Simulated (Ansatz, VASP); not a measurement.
## MnS: VASP beside Ansatz

Contents of INCAR:

```
ALGO = Normal ; EDIFF = 1E-7
ENCUT = 520 ; GGA = PE
ISIF = 2 ; ISMEAR = 0
ISPIN = 2 ; LASPH = T
LCHARG = F ; LMAXMIX = 4
LORBIT = 11 ; LREAL = F
LWAVE = F ; MAGMOM = 5 0
NBANDS = 20 ; NELM = 150
PREC = Accurate ; SIGMA = 0.05
```

KPOINTS

```
k-points
0
Gamma
  10 10 10
```

File POSCAR:

```
MnS
1.0
    0.0000000000      2.8000000000      2.8000000000
    2.8000000000      0.0000000000      2.8000000000
    2.8000000000      2.8000000000      0.0000000000
Mn S
1 1
Direct
    0.0000000000      0.0000000000      0.0000000000
    0.2500000000      0.2500000000      0.2500000000
```

Input for Ansatz:

```yaml
crystal:
  lattice:
    - [0.0, 2.8, 2.8]
    - [2.8, 0.0, 2.8]
    - [2.8, 2.8, 0.0]
  atoms:
    - { symbol: Mn, position: [0.0, 0.0, 0.0], spin: 5.0 }
    - { symbol: S, position: [0.25, 0.25, 0.25] }
basis:
  ecutwfc: 420
  ecutrho_ratio: 4
kpoints:
  mp_grid: { grid: [10, 10, 10] }
hamiltonian:
  xc: pbe
scf:
  occupations: { method: gaussian, width: 0.05 }
output:
  forces: true
  stress: true
  eigenvalues: true
  populations: true
magnetization:
  spin_polarized: true
```

Alike in both runs: task single point; functional PBE; k mesh 10 × 10 × 10; occupations gaussian, width 0.05 eV; collinear spin.

|  | VASP | Ansatz |
| --- | --- | --- |
| version | VASP 6.6.1 | Ansatz 0.2.0 |
| potentials or method | VASP PAW PBE potentials, release 64 (Mn_pv, S), cutoff 520 eV | scalar-relativistic, plane waves, PAW |
| valence electrons in the cell | 19 | 21 |

```csv
,VASP,Ansatz,Ansatz less VASP
gap on the k mesh at the Fermi level (eV),none,none,-
pressure (GPa),1.2,1.2,-0.04
net moment per atom (μB),2.47,2.47,0.000
size of the moment on the site where the two differ most (μB),4.34,4.17,-0.171
```

Site moments also hang on the region over which each program counts them. A gap of «none» marks a metal or a gap that the smearing closes. VASP's potentials hold 19 valence electrons a cell and Ansatz's 21, so a difference there can come from the potentials and not from the codes.
